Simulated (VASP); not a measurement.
# Ga (P6_3/mmc) in VASP: notebook, part 2 of 2

VASP 6.6.1.

## 3. Electric field gradients, PBE (17.97 Å³/atom)

This run uses another cell than the first one, of 17.97 Å³/atom.

Contents of INCAR:

```
SYSTEM = Ga
  PREC = Accurate
  ENCUT = 520
  EDIFF = 1E-8
  ISMEAR = -1
  SIGMA = 0.05
  LREAL = .FALSE.
  LASPH = .TRUE.
  NELM = 100
  ALGO = Normal
  ISIF = 2
  LWAVE = .FALSE.
  LCHARG = .FALSE.
  GGA = PE
  LEFG = .TRUE.
  NBANDS = 20
```

Contents of KPOINTS:

```
Automatic mesh
0
G
  18 18 10
  0 0 0
```

Contents of POSCAR:

```
Ga
1.0
    2.9500881197      0.0000000000      0.0000000000
   -1.4750440598      2.5548512550      0.0000000000
    0.0000000000      0.0000000000      4.7676065732
Ga
2
Direct
    0.3333333333      0.6666666667      0.2500000000
    0.6666666667      0.3333333333      0.7500000000
```

Potentials or basis: VASP PAW PBE potentials, release 64 (Ga_d).

The run is started by

```bash
$ cat potpaw_PBE.64/Ga_d/POTCAR > POTCAR
$ mpirun -np 1 vasp_std > vasp.out
```

OUTCAR:

```text
SYSTEM = Ga
   PREC = Accurate
   ENCUT = 520
   EDIFF = 1E-8
   ISMEAR = -1
   LREAL = .FALSE.
   LASPH = .TRUE.
   NELM = 100
   ISIF = 2
   GGA = PE

 ion  position               nearest neighbor table
   1  0.333  0.667  0.250-
   2  0.667  0.333  0.750-

  LATTYP: Found a hexagonal cell.
 ALAT       =     2.9500881197
 C/A-ratio  =     1.6160895471

  Lattice vectors:

 A1 = (   2.9500881197,   0.0000000000,   0.0000000000)
 A2 = (  -1.4750440598,   2.5548512550,   0.0000000000)
 A3 = (   0.0000000000,   0.0000000000,   4.7676065732)

Analysis of symmetry for initial positions (statically):
=====================================================================
 Subroutine PRICEL returns:
 Original cell was already a primitive cell.

 Routine SETGRP: Setting up the symmetry group for a
 hexagonal supercell.

 Subroutine GETGRP returns: Found 24 space group operations
 (whereof 12 operations were pure point group operations)
 out of a pool of 24 trial point group operations.

The static configuration has the point symmetry D_3d.
 The point group associated with its full space group is D_6h.

Analysis of symmetry for dynamics (positions and initial velocities):
=====================================================================
 Subroutine PRICEL returns:
 Original cell was already a primitive cell.

 Routine SETGRP: Setting up the symmetry group for a
 hexagonal supercell.

 Subroutine GETGRP returns: Found 24 space group operations
 (whereof 12 operations were pure point group operations)
 out of a pool of 24 trial point group operations.

The dynamic configuration has the point symmetry D_3d.
 The point group associated with its full space group is D_6h.

 Subroutine INISYM returns: Found 24 space group operations
 (whereof 12 operations are pure point group operations),
 and found     1 'primitive' translations

----------------------------------------------------------------------------------------

                                     Primitive cell

  volume of cell :      35.9336

  direct lattice vectors                    reciprocal lattice vectors
     2.950088120  0.000000000  0.000000000     0.338972925  0.195706110  0.000000000
    -1.475044060  2.554851255  0.000000000     0.000000000  0.391412219  0.000000000
     0.000000000  0.000000000  4.767606573     0.000000000  0.000000000  0.209748851

  length of vectors
     2.950088120  2.950088120  4.767606573     0.391412219  0.391412219  0.209748851

  position of ions in fractional coordinates (direct lattice)
     0.333333333  0.666666667  0.250000000
     0.666666667  0.333333333  0.750000000

  ion indices of the primitive-cell ions
   primitive index   ion index
                 1           1
                 2           2

----------------------------------------------------------------------------------------

 KPOINTS: Automatic mesh

[... 66 lines left out ...]
   NELM   =    100;   NELMIN=  2; NELMDL= -5     # of ELM steps
   EDIFF  = 0.1E-07   stopping-criterion for ELM
   LREAL  =      F    real-space projection
   EDIFFG = 0.1E-06   stopping-criterion for IOM
   NSW    =      0    number of steps for IOM
   IBRION =     -1    ionic relax: 0-MD 1-quasi-New 2-CG
   NFREE  =      0    steps in history (QN), initial steepest desc. (CG)
   ISIF   =      2    stress and relaxation
   ISYM   =      2    0-nonsym 1-usesym 2-fastsym
   POTIM  = 0.5000    time-step for ionic-motion
   TEBEG  =    0.0;   TEEND  =   0.0 temperature during run
   PSTRESS=    0.0 pullay stress
   NELECT =      26.0000    total number of electrons
   NUPDOWN=      -1.0000    fix difference up-down
   EMIN   =  10.00;   EMAX   =-10.00  energy-range for DOS
   EFERMI =   0.00;   METHOD = LEGACY
   ISMEAR =    -1;   SIGMA  =   0.05  broadening in eV -4-tet -1-fermi 0-gaus
   EFERMI_NEDOS =   21; number of points for ismear=-14 and -15
   IALGO  =     38    algorithm
   IMIX   =      4    mixing-type and parameters
     AMIX     =   0.40;   BMIX     =  1.00
     AMIX_MAG =   1.60;   BMIX_MAG =  1.00
  volume/ion in A,a.u.               =      17.97       121.25
  Fermi-wavevector in a.u.,A,eV,Ry     =   1.469712  2.777353 29.389315  2.160054
  Thomas-Fermi vector in A             =   2.585056
   LORBIT       =      0    0 simple, 1 ext, 2 COOP (PROOUT), +10 PAW based schemes
   GGA     = PE    functional components
   LHFCALC =     F    Hartree Fock is set to
   AEXX    =    0.0000 exact exchange contribution
   IVDW    =     0    specifies the selected vdW correction
   LEPSILON=     F    determine dielectric tensor
   LRPA    =     F    only Hartree local field effects (RPA)
 non-spin polarized calculation
  energy-cutoff  :      520.00
  volume of cell :       35.93
 maximum number of plane-waves:       996
 NGX is ok and might be reduce to    24
   NGX = 11   NGY = 11   NGZ = 17

 number of electron      25.9999995 magnetization

 Free energy of the ion-electron system (eV)
  ---------------------------------------------------
  ext. energy  EPLUGINS =         0.00000000
  ---------------------------------------------------
  free energy    TOTEN  =        -5.73626740 eV

  energy without entropy =       -5.72885635  energy(sigma->0) =       -5.73256187

 E-fermi :   6.0500     XC(G=0): -11.2668

 val. band max:        6.0430417625   @ k =   0.2778   0.2222   0.0000
 cond. band min:       6.0959818171   @ k =   0.3889   0.0556   0.0000
 fundamental gap:      0.0529400547
 Fermi energy:         6.0500145553

 k-point     1 :       0.0000    0.0000    0.0000
  band No.  band energies     occupation
      1      -9.0148      2.00000
      2      -8.9154      2.00000
      3      -8.9019      2.00000
      4      -8.9019      2.00000
      5      -8.8755      2.00000
      6      -8.8755      2.00000
[... 541 lines left out ...]
     19      16.6152      0.00000
     20      17.2729      0.00000

 [... further k-points ...]
[... 5 lines left out ...]
  --------------------------------------------------------------------------------------
  -------------------------------------------------------------------------------------
  Total        0.7512434      0.7512434      0.7653315      0.0000000      0.0000000      0.0000000
  in kB       33.4957922     33.4957922     34.1239406      0.0000000      0.0000000      0.0000000
  external PRESSURE =      33.7051750 kB  Pullay stress =       0.0000000 kB

 VOLUME and BASIS-vectors are now :
 -----------------------------------------------------------------------------
  energy-cutoff  :      520.00
  volume of cell :       35.93
      direct lattice vectors                 reciprocal lattice vectors
     2.950088120  0.000000000  0.000000000     0.338972925  0.195706110  0.000000000
    -1.475044060  2.554851255  0.000000000     0.000000000  0.391412219  0.000000000
     0.000000000  0.000000000  4.767606573     0.000000000  0.000000000  0.209748851

 POSITION                                       TOTAL-FORCE (eV/Angst)
 -----------------------------------------------------------------------------------
     -0.00000      1.70323      1.19190        -0.000000      0.000000      0.000000
      1.47504      0.85162      3.57570         0.000000      0.000000      0.000000
 -----------------------------------------------------------------------------------
    total drift:                                0.000000     -0.000000      0.000000

  FREE ENERGIE OF THE ION-ELECTRON SYSTEM (eV)
  ---------------------------------------------------
  free  energy   TOTEN  =        -5.7362673951 eV

  energy  without entropy=       -5.7288563490  energy(sigma->0) =       -5.73256187

 Electric field gradients (V/A^2)
---------------------------------------------------------------------
 ion       V_xx      V_yy      V_zz      V_xy      V_xz      V_yz
---------------------------------------------------------------------
   1       1.058     1.057    -2.115    -0.001     0.000    -0.000
   2       1.058     1.057    -2.115    -0.001    -0.000     0.000
---------------------------------------------------------------------

 Electric field gradients after diagonalization (V/A^2)
 (convention: |V_zz| > |V_xx| > |V_yy|)
----------------------------------------------------------------------
 ion       V_xx      V_yy      V_zz     asymmetry (V_yy - V_xx)/ V_zz
----------------------------------------------------------------------
   1       1.059     1.056    -2.115       0.001
   2       1.059     1.056    -2.115       0.001
----------------------------------------------------------------------

           NMR quadrupolar parameters

 Cq : quadrupolar parameter    Cq=e*Q*V_zz/h
 eta: asymmetry parameters     (V_yy - V_xx)/ V_zz
 Q  : nuclear electric quadrupole moment in mb (millibarn)
----------------------------------------------------------------------
 ion       Cq(MHz)       eta       Q (mb)
----------------------------------------------------------------------
   1      -0.005       0.001       1.000
   2      -0.005       0.001       1.000
----------------------------------------------------------------------
```

stdout:

```text
POSCAR found type information on POSCAR Ga
 POSCAR found :  1 types and       2 ions
 scaLAPACK will be used
 LDA part: xc-table for (Slater+PW92), standard interpolation
 POSCAR, INCAR and KPOINTS ok, starting setup
 FFT: planning ... GRIDC
 FFT: planning ... GRID_SOFT
 FFT: planning ... GRID
 WAVECAR not read
 entering main loop
ion   1

ion   2
```

Run time: 2.8 min. Hardware: 1 thread of Intel Xeon 8259CL, shared host; peak memory 0.25 GiB.

Results:

- Free energy: -5.7363 eV
- Pressure: 3.4 GPa
- Band gap on the k mesh: zero (bands 13 and 14 overlap by 7.92 eV)
- Largest electric field gradient by atom: Ga -2.1 V/Å²

Electric field gradients, principal values (V/Å²):
```
atom  least  middle  greatest (by size)
1 Ga  1.056   1.059              -2.115
2 Ga  1.056   1.059              -2.115
```

Caveat: the cell stands under pressure; without QUAD_EFG the Cq values of the log hold for a quadrupole moment of 1 mb, not for the nuclei.

## 4. Electric field gradients, PBE (18.53 Å³/atom)

This run uses another cell than the first one, of 18.53 Å³/atom.

Contents of INCAR:

```
SYSTEM = Ga
PREC = Accurate
ENCUT = 520
EDIFF = 1E-8
ISMEAR = -1
SIGMA = 0.05
LREAL = .FALSE.
LASPH = .TRUE.
NELM = 60
ALGO = Normal
ISIF = 2
LWAVE = .FALSE.
LCHARG = .FALSE.
GGA = PE
LEFG = .TRUE.
NBANDS = 20
```

KPOINTS is that of step 3.

Contents of POSCAR:

```
Ga
1.0
    2.9806155767      0.0000000000      0.0000000000
   -1.4903077884      2.5812888084      0.0000000000
    0.0000000000      0.0000000000      4.8169416775
Ga
2
Direct
    0.3333333333      0.6666666667      0.2500000000
    0.6666666667      0.3333333333      0.7500000000
```

Potentials or basis: VASP PAW PBE potentials, release 64 (Ga_d).

The run is started by

```bash
$ cat potpaw_PBE.64/Ga_d/POTCAR > POTCAR
$ mpirun -np 1 vasp_std > vasp.out
```

OUTCAR:

```text
SYSTEM = Ga
   PREC = Accurate
   ENCUT = 520
   EDIFF = 1E-8
   ISMEAR = -1
   LREAL = .FALSE.
   LASPH = .TRUE.
   NELM = 60
   ISIF = 2
   GGA = PE

 ion  position               nearest neighbor table
   1  0.333  0.667  0.250-
   2  0.667  0.333  0.750-

  LATTYP: Found a hexagonal cell.
 ALAT       =     2.9806155767
 C/A-ratio  =     1.6160895471

  Lattice vectors:

 A1 = (   2.9806155767,   0.0000000000,   0.0000000000)
 A2 = (  -1.4903077884,   2.5812888084,   0.0000000000)
 A3 = (   0.0000000000,   0.0000000000,   4.8169416775)

Analysis of symmetry for initial positions (statically):
=====================================================================
 Subroutine PRICEL returns:
 Original cell was already a primitive cell.

 Routine SETGRP: Setting up the symmetry group for a
 hexagonal supercell.

 Subroutine GETGRP returns: Found 24 space group operations
 (whereof 12 operations were pure point group operations)
 out of a pool of 24 trial point group operations.

The static configuration has the point symmetry D_3d.
 The point group associated with its full space group is D_6h.

Analysis of symmetry for dynamics (positions and initial velocities):
=====================================================================
 Subroutine PRICEL returns:
 Original cell was already a primitive cell.

 Routine SETGRP: Setting up the symmetry group for a
 hexagonal supercell.

 Subroutine GETGRP returns: Found 24 space group operations
 (whereof 12 operations were pure point group operations)
 out of a pool of 24 trial point group operations.

The dynamic configuration has the point symmetry D_3d.
[... 147 lines left out ...]

 E-fermi :   5.7574     XC(G=0): -11.1108

 val. band max:        5.7389523805   @ k =   0.2778   0.2222   0.1000
 cond. band min:       5.7602464166   @ k =   0.3333   0.2778   0.5000
 fundamental gap:      0.0212940360
 Fermi energy:         5.7573555634

 k-point     1 :       0.0000    0.0000    0.0000
  band No.  band energies     occupation
      1      -9.2683      2.00000
      2      -9.1811      2.00000
      3      -9.1686      2.00000
      4      -9.1686      2.00000
      5      -9.1445      2.00000
      6      -9.1445      2.00000
[... 541 lines left out ...]
     19      16.1683      0.00000
     20      16.7696      0.00000

 [... further k-points ...]
[... 5 lines left out ...]
  --------------------------------------------------------------------------------------
  -------------------------------------------------------------------------------------
  Total        0.3618415      0.3618415      0.3648317     -0.0000000      0.0000000      0.0000000
  in kB       15.6428175     15.6428175     15.7720891     -0.0000000      0.0000000      0.0000000
  external PRESSURE =      15.6859080 kB  Pullay stress =       0.0000000 kB

 VOLUME and BASIS-vectors are now :
 -----------------------------------------------------------------------------
  energy-cutoff  :      520.00
  volume of cell :       37.06
      direct lattice vectors                 reciprocal lattice vectors
     2.980615577  0.000000000  0.000000000     0.335501166  0.193701688  0.000000000
    -1.490307788  2.581288808  0.000000000     0.000000000  0.387403376  0.000000000
     0.000000000  0.000000000  4.816941678     0.000000000  0.000000000  0.207600604

 POSITION                                       TOTAL-FORCE (eV/Angst)
 -----------------------------------------------------------------------------------
     -0.00000      1.72086      1.20424        -0.000000     -0.000000     -0.000000
      1.49031      0.86043      3.61271         0.000000      0.000000      0.000000
 -----------------------------------------------------------------------------------
    total drift:                               -0.000000      0.000000      0.000000

  FREE ENERGIE OF THE ION-ELECTRON SYSTEM (eV)
  ---------------------------------------------------
  free  energy   TOTEN  =        -5.7534733976 eV

  energy  without entropy=       -5.7457791858  energy(sigma->0) =       -5.74962629

 Electric field gradients (V/A^2)
---------------------------------------------------------------------
 ion       V_xx      V_yy      V_zz      V_xy      V_xz      V_yz
---------------------------------------------------------------------
   1       1.016     1.013    -2.030    -0.003     0.000    -0.000
   2       1.016     1.013    -2.030    -0.003    -0.000     0.000
---------------------------------------------------------------------

 Electric field gradients after diagonalization (V/A^2)
 (convention: |V_zz| > |V_xx| > |V_yy|)
----------------------------------------------------------------------
 ion       V_xx      V_yy      V_zz     asymmetry (V_yy - V_xx)/ V_zz
----------------------------------------------------------------------
   1       1.018     1.012    -2.030       0.003
   2       1.018     1.012    -2.030       0.003
----------------------------------------------------------------------

           NMR quadrupolar parameters

 Cq : quadrupolar parameter    Cq=e*Q*V_zz/h
 eta: asymmetry parameters     (V_yy - V_xx)/ V_zz
 Q  : nuclear electric quadrupole moment in mb (millibarn)
----------------------------------------------------------------------
 ion       Cq(MHz)       eta       Q (mb)
----------------------------------------------------------------------
   1      -0.005       0.003       1.000
   2      -0.005       0.003       1.000
----------------------------------------------------------------------
```

OSZICAR:

```text
N       E                     dE             d eps       ncg     rms          rms(c)
DAV:   1     0.133152345813E+03    0.13315E+03   -0.13256E+04  9320   0.247E+03
DAV:   2     0.569995671153E+01   -0.12745E+03   -0.12412E+03  9144   0.386E+02
DAV:   3    -0.563925770634E+01   -0.11339E+02   -0.11275E+02 10112   0.943E+01
DAV:   4    -0.580733554331E+01   -0.16808E+00   -0.16795E+00 10192   0.126E+01
DAV:   5    -0.581022723846E+01   -0.28917E-02   -0.28915E-02 10424   0.163E+00    0.117E+00
DAV:   6    -0.576551409417E+01    0.44713E-01   -0.75714E-02 11992   0.449E+00    0.593E-01
DAV:   7    -0.575467159018E+01    0.10843E-01   -0.15143E-02 13056   0.165E+00    0.160E-01
DAV:   8    -0.575346396593E+01    0.12076E-02   -0.15408E-03  9864   0.565E-01    0.104E-02
DAV:   9    -0.575347160069E+01   -0.76348E-05   -0.40724E-05 11988   0.596E-02    0.498E-03
DAV:  10    -0.575347364210E+01   -0.20414E-05   -0.18878E-06 10956   0.168E-02    0.464E-04
DAV:  11    -0.575347347130E+01    0.17080E-06   -0.77834E-08 10160   0.375E-03    0.288E-04
DAV:  12    -0.575347338959E+01    0.81711E-07   -0.67958E-09  6412   0.912E-04    0.240E-05
DAV:  13    -0.575347339756E+01   -0.79708E-08   -0.11229E-09  5424   0.372E-04
   1 F= -.57534734E+01 E0= -.57496263E+01  d E =-.769421E-02
```

Run time: 3.2 min. Hardware: 1 thread of Intel Xeon 8259CL, shared host; peak memory 0.25 GiB.

Results:

| Quantity | Value |
| --- | --- |
| Free energy | -5.7535 eV |
| Pressure | 1.6 GPa |
| Band gap on the k mesh | zero (bands 13 and 14 overlap by 7.70 eV) |
| Largest electric field gradient by atom | Ga -2.0 V/Å² |

Levels at points of the mesh, in eV from the Fermi level:
| k point | band 11 | band 12 | band 13 | band 14 | band 15 | band 16 |
| --- | --- | --- | --- | --- | --- | --- |
| (0.00, 0.00, 0.00) | -11.22 | -4.87 | -4.03 | 9.65 | 9.65 | 11.65 |
| (0.50, 0.00, 0.00) | -5.74 | -4.97 | 0.52 | 0.69 | 1.01 | 3.15 |
| (0.00, 0.00, 0.50) | -9.54 | -9.54 | 3.82 | 3.82 | 10.87 | 10.87 |
| (0.50, 0.00, 0.50) | -4.15 | -4.15 | -3.22 | -3.22 | 6.59 | 6.59 |

Electric field gradients, principal values (V/Å²):
| atom | least | middle | greatest (by size) |
| --- | --- | --- | --- |
| 1 Ga | 1.012 | 1.018 | -2.030 |
| 2 Ga | 1.012 | 1.018 | -2.030 |

Caveat: without QUAD_EFG the Cq values of the log hold for a quadrupole moment of 1 mb, not for the nuclei.

## 5. The runs side by side

| cell | gap on the mesh (eV) | pressure (GPa) |
| --- | --- | --- |
| a = 3.070, b = 3.070, c = 4.962 Å, angles 90.0, 90.0, 120.0°, 2 atoms | none | -2.3 |
| a = 2.950, b = 2.950, c = 4.768 Å, angles 90.0, 90.0, 120.0°, 2 atoms | none | 3.4 |
| a = 2.981, b = 2.981, c = 4.817 Å, angles 90.0, 90.0, 120.0°, 2 atoms | none | 1.6 |

Alike in all rows: task electric field gradients; level PBE; potentials or basis VASP PAW PBE potentials, release 64 (Ga_d); no spin polarisation; k mesh 18 × 18 × 10; cutoff (eV) 520; smearing fermi-dirac 0.05 eV.

Caveats: the cell stands under pressure (at least some runs).

Total energies depend on the potentials used, so only differences within one code and one set of settings carry meaning.
